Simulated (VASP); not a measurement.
Set up this calculation in VASP 6.6.1, as the native input.

```yaml
Task: single point
Functional: PBE
Potentials_or_basis: VASP PAW PBE potentials, release 64 (C)
Cutoff: 520 eV
k_mesh: 6 × 6 × 20
Occupations: fermi-dirac, width 0.05 eV
Spin: no spin polarisation
Dipole_correction: no
Further_INCAR_settings: ALGO = Normal; EDIFF = 1e-07; NBANDS = 8
```

The structure of C lies in POSCAR:

```
C
1.0
    4.3111655004      0.0000000000      0.0000000000
    0.0000000000      4.3111655004      0.0000000000
    0.0000000000      0.0000000000      1.2991641719
C
1
Direct
    0.5000000000      0.5000000000      0.5000000000
```

These files were run (other wordings do the same):

INCAR

```
PREC = Accurate
ENCUT = 520
EDIFF = 1E-7
ISMEAR = -1
SIGMA = 0.05
LREAL = False
LASPH = True
NELM = 100
ALGO = Normal
ISIF = 2
LWAVE = False
LCHARG = False
GGA = PE
NBANDS = 8
```

KPOINTS

```
Automatic mesh
0
Gamma
  6 6 20
```

Potentials or basis: VASP PAW PBE potentials, release 64 (C).

Command:

```bash
$ cat potpaw_PBE.64/C/POTCAR > POTCAR
$ mpirun -np 1 vasp_std > vasp.out
```

It gave:

```
Pressure               : -3.4 GPa
Band gap on the k mesh : zero (band 2 reaches 6.53 eV, above the bottom of band 3 at -7.21 eV)
```

It took 6.1 s on 1 thread of AMD EPYC 9R45 96-Core Processor (Zen 5) (shared host), peak memory 0.1 GiB.
